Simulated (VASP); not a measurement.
A run of VASP 6.6.1 is set up as follows.

Contents of INCAR:

```
ALGO = Fast ; EDIFF = 1E-6
EDIFFG = -0.01 ; ENCUT = 600
GGA = PE ; IBRION = 2
ISIF = 4 ; ISMEAR = 0
LASPH = True ; LCHARG = False
LREAL = False ; LWAVE = False
NELM = 60 ; NSW = 50
PREC = Accurate ; SIGMA = 0.1
```

Contents of KPOINTS:

```
k-points
0
Gamma
  12 12 4
```

File POSCAR:

```
Sr
1.0
    4.1323895565      0.0000000000      0.0000000000
   -2.0661947782      3.5787543342      0.0000000000
    0.0000000000      0.0000000000     13.5442225123
Sr
4
Direct
    0.0000000000      0.0000000000      0.0000000000
    0.3333333333      0.6666666667      0.2500000000
    0.0000000000      0.0000000000      0.5000000000
    0.6666666667      0.3333333333      0.7500000000
```

Potentials or basis: VASP PAW PBE potentials, release 64 (Sr_sv).

The run is started by

```sh
$ cat potpaw_PBE.64/Sr_sv/POTCAR > POTCAR
$ mpirun -np 1 vasp_std > vasp.out
```

Question: What does it give for the band gap on the k mesh?

Answer: Zero (bands 20 and 21 overlap by 0.17 eV).

Final structure:
```yaml
crystal:
  lattice:
    - [4.13239, 0.00000, 0.00000]
    - [-2.06619, 3.57875, 0.00000]
    - [0.00000, 0.00000, 13.54422]
  atoms:
    - { symbol: Sr, position: [0.00000, 0.00000, 0.00000] }
    - { symbol: Sr, position: [0.33333, 0.66667, 0.25000] }
    - { symbol: Sr, position: [0.00000, 0.00000, 0.50000] }
    - { symbol: Sr, position: [0.66667, 0.33333, 0.75000] }
```

Caveat: the relaxation stopped at its first step, so nothing moved.
